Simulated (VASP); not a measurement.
Set up this calculation in VASP 6.6.1, as the native input.

- Task: single point
- Functional: PBE
- Potentials or basis: VASP PAW PBE potentials, release 64 (C)
- Cutoff: 520 eV
- k mesh: 12 × 12 × 4
- Occupations: gaussian, width 0.05 eV
- Spin: no spin polarisation
- Dipole correction: no
- Further INCAR settings: ALGO = Normal; EDIFF = 1e-06; NBANDS = 26

The structure of C lies in POSCAR:

```
C
1.0
    2.6061491387      0.0000000000      0.0000000000
   -1.3030745693      2.2569913602      0.0000000000
    0.0000000000      0.0000000000      8.3045881819
C
8
Direct
    0.0000000000      0.0000000000      0.0929681641
    0.0000000000      0.0000000000      0.5929681641
    0.0000000000      0.0000000000      0.4070318359
    0.0000000000      0.0000000000      0.9070318359
    0.3333333333      0.6666666667      0.1555285626
    0.6666666667      0.3333333333      0.6555285626
    0.3333333333      0.6666666667      0.3444714374
    0.6666666667      0.3333333333      0.8444714374
```

This cell differs from its parent crystal: strain +0.0350 x Voigt [1, 1, 0, 0, 0, 0].

One way to write it, as run:

INCAR

```
ALGO = Normal
EDIFF = 1E-6
ENCUT = 520
GGA = PE
ISIF = 2
ISMEAR = 0
LASPH = True
LCHARG = False
LREAL = False
LWAVE = False
NBANDS = 26
NELM = 100
PREC = Accurate
SIGMA = 0.05
```

KPOINTS

```
k-points
0
Gamma
  12 12 4
```

Potentials or basis: VASP PAW PBE potentials, release 64 (C).

Launch:

```console
$ cat potpaw_PBE.64/C/POTCAR > POTCAR
$ mpirun -np 1 vasp_std > vasp.out
```

It gave:

| Quantity | Value |
| --- | --- |
| Pressure | -25.1 GPa |
| Largest force | 0.080 eV/Å |
| Band gap on the k mesh | 3.98 eV, indirect (least direct gap 4.76 eV) |

Caveat: the cell differs from its parent crystal (strain +0.0350 x Voigt [1, 1, 0, 0, 0, 0]).

Wall time 87 s on 1 thread of Intel(R) Xeon(R) Platinum 8259CL CPU @ 2.50GHz (Skylake/Cascade Lake) (shared host), peak memory 0.18 GiB.
